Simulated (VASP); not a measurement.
# Br (Cmce) in VASP: settings compared

Br is run at these levels: LDA, PBEsol; tasks: single point.

Program: VASP 6.6.1. These are calculated values, not measurements. Logs are shortened: lines on timing, memory, paths and dates and some standing lists are left out, and cuts for length are marked.

## (1) The cell of the first run

Symmetry: Cmce, No. 64, orthorhombic system. The conventional cell has a = 6.771 Å, b = 4.676 Å, c = 8.760 Å, α = 90.00°, β = 90.00°, γ = 90.00°. Within 3.0 Å of Br (site symmetry m) lie 1 Br at 2.30 Å.

## (2) Single point, LDA (volume scaled by 1.02)

Contents of INCAR:

```
ALGO     = Normal         # electronic algorithm
EDIFF    = 1E-6           # SCF threshold, eV
ENCUT    = 520            # plane-wave cutoff, eV
ISIF     = 2              # what is computed and relaxed
ISMEAR   = -1             # smearing method
LASPH    = True           # aspherical terms in the spheres
LCHARG   = True           # write CHGCAR
LELF     = True           # ELF
LREAL    = False          # projectors in reciprocal space
LVHAR    = True         
LWAVE    = False          # write WAVECAR
NBANDS   = 22             # bands
NELM     = 80             # most SCF steps
PREC     = Accurate       # precision mode
SIGMA    = 0.05           # smearing width, eV
```

Contents of KPOINTS:

```
k-points
0
Gamma
  7 7 3
```

Contents of POSCAR:

```
Br
1.0
    3.3855238279     -2.3379315741      0.0000000000
    3.3855238279      2.3379315741      0.0000000000
    0.0000000000      0.0000000000      8.7599328054
Br
4
Direct
    0.3651000000      0.6349000000      0.3901000000
    0.1349000000      0.8651000000      0.8901000000
    0.6349000000      0.3651000000      0.6099000000
    0.8651000000      0.1349000000      0.1099000000
```

Potentials or basis: VASP PAW LDA potentials, release 64 (Br).

Started as:

```sh
cat potpaw_LDA.64/Br/POTCAR > POTCAR
mpirun -np 1 vasp_std > vasp.out
```

OUTCAR:

```text
EDIFF = 1E-6
   ENCUT = 520
   ISIF = 2
   ISMEAR = -1
   LASPH = True
   LREAL = False
   NELM = 80
   PREC = Accurate

 ion  position               nearest neighbor table
   1  0.365  0.635  0.390-   3 2.30
   2  0.135  0.865  0.890-   4 2.30
   3  0.635  0.365  0.610-   1 2.30
   4  0.865  0.135  0.110-   2 2.30

  LATTYP: Found a base centered orthorhombic cell.
 ALAT       =     4.6758631482
 B/A-ratio  =     1.4480850789
 C/A-ratio  =     1.8734365245

  Lattice vectors:

 A1 = (  -3.3855238279,  -2.3379315741,   0.0000000000)
 A2 = (   3.3855238279,  -2.3379315741,   0.0000000000)
 A3 = (   0.0000000000,   0.0000000000,   8.7599328054)

Analysis of symmetry for initial positions (statically):
=====================================================================
 Subroutine PRICEL returns:
 Original cell was already a primitive cell.

 Routine SETGRP: Setting up the symmetry group for a
 base centered orthorhombic supercell.

 Subroutine GETGRP returns: Found  8 space group operations
 (whereof  4 operations were pure point group operations)
 out of a pool of  8 trial point group operations.

The static configuration has the point symmetry C_2h.
 The point group associated with its full space group is D_2h.

Analysis of symmetry for dynamics (positions and initial velocities):
=====================================================================
 Subroutine PRICEL returns:
 Original cell was already a primitive cell.

 Routine SETGRP: Setting up the symmetry group for a
 base centered orthorhombic supercell.

 Subroutine GETGRP returns: Found  8 space group operations
 (whereof  4 operations were pure point group operations)
 out of a pool of  8 trial point group operations.

The dynamic configuration has the point symmetry C_2h.
 The point group associated with its full space group is D_2h.

 Subroutine INISYM returns: Found  8 space group operations
 (whereof  4 operations are pure point group operations),
 and found     1 'primitive' translations

----------------------------------------------------------------------------------------

                                     Primitive cell

  volume of cell :     138.6719

[... 81 lines left out ...]
   NGXF,Y,Z  is equivalent  to a cutoff of  25.86, 25.86, 26.57 a.u.
 SYSTEM =  unknown system
   PREC   = accura    normal or accurate (medium, high low for compatibility)
   ISTART =      0    job   : 0-new  1-cont  2-samecut
   ICHARG =      2    charge: 1-file 2-atom 10-const
   ISPIN  =      1    spin polarized calculation?
   LNONCOLLINEAR =      F non collinear calculations
   LSORBIT =      F    spin-orbit coupling
   LASPH  =      T    aspherical Exc in radial PAW
   ENCUT  =  520.0 eV  38.22 Ry    6.18 a.u.   7.65  7.65 16.29*2*pi/ulx,y,z
   NELM   =     80;   NELMIN=  2; NELMDL= -5     # of ELM steps
   EDIFF  = 0.1E-05   stopping-criterion for ELM
   LREAL  =      F    real-space projection
   EDIFFG = 0.1E-04   stopping-criterion for IOM
   NSW    =      0    number of steps for IOM
   IBRION =     -1    ionic relax: 0-MD 1-quasi-New 2-CG
   NFREE  =      0    steps in history (QN), initial steepest desc. (CG)
   ISIF   =      2    stress and relaxation
   ISYM   =      2    0-nonsym 1-usesym 2-fastsym
   POTIM  = 0.5000    time-step for ionic-motion
   TEBEG  =    0.0;   TEEND  =   0.0 temperature during run
   PSTRESS=    0.0 pullay stress
   NELECT =      28.0000    total number of electrons
   NUPDOWN=      -1.0000    fix difference up-down
   EMIN   =  10.00;   EMAX   =-10.00  energy-range for DOS
   EFERMI =   0.00;   METHOD = LEGACY
   ISMEAR =    -1;   SIGMA  =   0.05  broadening in eV -4-tet -1-fermi 0-gaus
   EFERMI_NEDOS =   21; number of points for ismear=-14 and -15
   IALGO  =     38    algorithm
   IMIX   =      4    mixing-type and parameters
     AMIX     =   0.40;   BMIX     =  1.00
     AMIX_MAG =   1.60;   BMIX_MAG =  1.00
  volume/ion in A,a.u.               =      34.67       233.95
  Fermi-wavevector in a.u.,A,eV,Ry     =   0.960428  1.814945 12.550306  0.922421
  Thomas-Fermi vector in A             =   2.089711
   LORBIT       =      0    0 simple, 1 ext, 2 COOP (PROOUT), +10 PAW based schemes
   GGA     = CA    functional components
   LHFCALC =     F    Hartree Fock is set to
   AEXX    =    0.0000 exact exchange contribution
   IVDW    =     0    specifies the selected vdW correction
   LEPSILON=     F    determine dielectric tensor
   LRPA    =     F    only Hartree local field effects (RPA)
 non-spin polarized calculation
  energy-cutoff  :      520.00
  volume of cell :      138.67
 maximum number of plane-waves:      3760
   NGX = 15   NGY = 15   NGZ = 33

 number of electron      27.9999999 magnetization

 Free energy of the ion-electron system (eV)
  ---------------------------------------------------
  ext. energy  EPLUGINS =         0.00000000
  ---------------------------------------------------
  free energy    TOTEN  =        -8.05092224 eV

  energy without entropy =       -8.05092222  energy(sigma->0) =       -8.05092223

 E-fermi :   0.3166     XC(G=0):  -8.2524

 val. band max:       -0.5627943068   @ k =  -0.4286   0.4286   0.0000
 cond. band min:       1.1335934367   @ k =   0.0000   0.0000   0.0000
 fundamental gap:      1.6963877435
 Fermi energy:         0.3165577429

 k-point     1 :       0.0000    0.0000    0.0000
  band No.  band energies     occupation
      1     -16.4041      2.00000
      2     -16.0982      2.00000
      3     -13.6573      2.00000
      4     -13.0194      2.00000
      5      -5.4464      2.00000
      6      -4.4738      2.00000
[... 589 lines left out ...]
     21       8.8047      0.00000
     22       8.9650      0.00000

 [... further k-points ...]
[... 5 lines left out ...]
  --------------------------------------------------------------------------------------
  -------------------------------------------------------------------------------------
  Total       -0.9688143     -2.0054022     -1.3612366      0.0000000      0.0000000      0.0000000
  in kB      -11.1934166    -23.1698715    -15.7273571      0.0000000      0.0000000      0.0000000
  external PRESSURE =     -16.6968818 kB  Pullay stress =       0.0000000 kB

 VOLUME and BASIS-vectors are now :
 -----------------------------------------------------------------------------
  energy-cutoff  :      520.00
  volume of cell :      138.67
      direct lattice vectors                 reciprocal lattice vectors
     3.385523828 -2.337931574  0.000000000     0.147687633 -0.213864257  0.000000000
     3.385523828  2.337931574  0.000000000     0.147687633  0.213864257  0.000000000
     0.000000000  0.000000000  8.759932805     0.000000000  0.000000000  0.114156127

 POSITION                                       TOTAL-FORCE (eV/Angst)
 -----------------------------------------------------------------------------------
      3.38552      0.63077      3.41725         0.000000      0.180319     -0.478194
      3.38552      1.70716      7.79722         0.000000     -0.180319     -0.478194
      3.38552     -0.63077      5.34268         0.000000     -0.180319      0.478194
      3.38552     -1.70716      0.96272         0.000000      0.180319      0.478194
 -----------------------------------------------------------------------------------
    total drift:                               -0.000000      0.000000     -0.000000

  FREE ENERGIE OF THE ION-ELECTRON SYSTEM (eV)
  ---------------------------------------------------
  free  energy   TOTEN  =        -8.0509222399 eV

  energy  without entropy=       -8.0509222169  energy(sigma->0) =       -8.05092223
```

OSZICAR:

```text
N       E                     dE             d eps       ncg     rms          rms(c)
DAV:   1     0.170790851807E+03    0.17079E+03   -0.11258E+04  1408   0.105E+03
DAV:   2     0.531922891329E+01   -0.16547E+03   -0.16087E+03  1978   0.183E+02
DAV:   3    -0.839099319648E+01   -0.13710E+02   -0.13663E+02  1798   0.592E+01
DAV:   4    -0.854063415185E+01   -0.14964E+00   -0.14959E+00  1694   0.743E+00
DAV:   5    -0.854196790889E+01   -0.13338E-02   -0.13336E-02  1746   0.708E-01    0.107E+01
DAV:   6    -0.818630565813E+01    0.35566E+00   -0.23467E-01  1666   0.245E+00    0.704E+00
DAV:   7    -0.806175020501E+01    0.12456E+00   -0.52697E-01  1600   0.357E+00    0.670E-01
DAV:   8    -0.805090122377E+01    0.10849E-01   -0.61055E-02  1492   0.128E+00    0.304E-01
DAV:   9    -0.805091001876E+01   -0.87950E-05   -0.12640E-03  1732   0.211E-01    0.924E-02
DAV:  10    -0.805092536210E+01   -0.15343E-04   -0.75930E-05  1774   0.492E-02    0.589E-02
DAV:  11    -0.805092239876E+01    0.29633E-05   -0.22282E-05  1696   0.251E-02    0.689E-03
DAV:  12    -0.805092223992E+01    0.15884E-06   -0.25268E-06  1636   0.842E-03
   1 F= -.80509222E+01 E0= -.80509222E+01  d E =-.230444E-07
```

Run time: 36 s. Hardware: 1 thread of Intel Xeon 6975P-C (Granite Rapids), shared host; peak memory 0.23 GiB.

What came out:

```yaml
Free_energy: -8.0509 eV
Pressure: -1.7 GPa
Largest_force: 0.511 eV/Å
Band_gap_on_the_k_mesh: 1.70 eV, indirect (least direct gap 1.71 eV)
```

Forces in eV/Å, atoms in the order of the input:
```
Br   0.000  0.180 -0.478
Br   0.000 -0.180 -0.478
Br   0.000 -0.180  0.478
Br   0.000  0.180  0.478
```

Levels at points of the mesh, in eV from the valence-band top:
| k point | band 12 | band 13 | band 14 | band 15 | band 16 | band 17 |
| --- | --- | --- | --- | --- | --- | --- |
| (0.00, 0.00, 0.00) | -0.35 | -0.06 | -0.01 | 1.70 | 2.46 | 5.55 |

 A k mesh can miss the band edges.

(Continued in part 2 of 2.)
